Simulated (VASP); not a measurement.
The system is Si.

```xyz
3
Lattice="4.3943 0.0000 0.0000 -2.1971 3.8056 0.0000 0.0000 0.0000 2.6937" Properties=species:S:1:pos:R:3 pbc="T T T"
Si    0.0000    0.0000    0.0000
Si    0.0000    2.5370    1.3469
Si    2.1971    1.2685    1.3469
```

| Property | Result |
| --- | --- |
| Program | VASP 6.6.1 |
| Task | relaxation of cell and atoms |
| Functional | LDA |
| Potentials or basis | VASP PAW LDA potentials, release 64 (Si) |
| Cutoff | 600 eV |
| k mesh | 8 × 8 × 12 |
| Occupations | fermi-dirac, width 0.1 eV |
| Spin | no spin polarisation |

At the start: pressure -4.9 GPa; volume 15.02 Å³/atom.

Question: How do energy, volume and symmetry change on relaxing?

Answer: Over 10 steps the energy falls by 28.8 meV/atom and the volume is 14.28 Å³/atom (-4.9 %); space group P6/mmm (No. 191, to 0.05 Å).

Step by step:
```tsv
step	energy change (eV)	largest force (eV/Å)	pressure (GPa)	volume (Å³)
1	0.0000	0.0000	-4.87	45.05
2	-0.0471	0.0000	1.49	42.13
3	-0.0475	0.0000	0.86	42.38
4	-0.0725	0.0000	1.45	42.17
5	-0.0114	0.0000	5.16	41.40
6	-0.0804	0.0000	2.08	42.00
7	-0.0854	0.0000	-0.72	43.20
8	-0.0864	0.0000	0.06	42.84
9	-0.0864	0.0000	0.09	42.82
10	-0.0864	0.0000	0.03	42.85
```

Final structure:
```cif
data_structure
_symmetry_space_group_name_H-M 'P 1'
_symmetry_Int_Tables_number 1
_cell_length_a 4.4179
_cell_length_b 4.4179
_cell_length_c 2.5349
_cell_angle_alpha 90.000
_cell_angle_beta 90.000
_cell_angle_gamma 120.000
_cell_volume 42.85
loop_
_atom_site_label
_atom_site_type_symbol
_atom_site_fract_x
_atom_site_fract_y
_atom_site_fract_z
_atom_site_occupancy
Si1 Si 0.00000 0.00000 0.00000 1
Si2 Si 0.33333 0.66667 0.50000 1
Si3 Si 0.66667 0.33333 0.50000 1
```
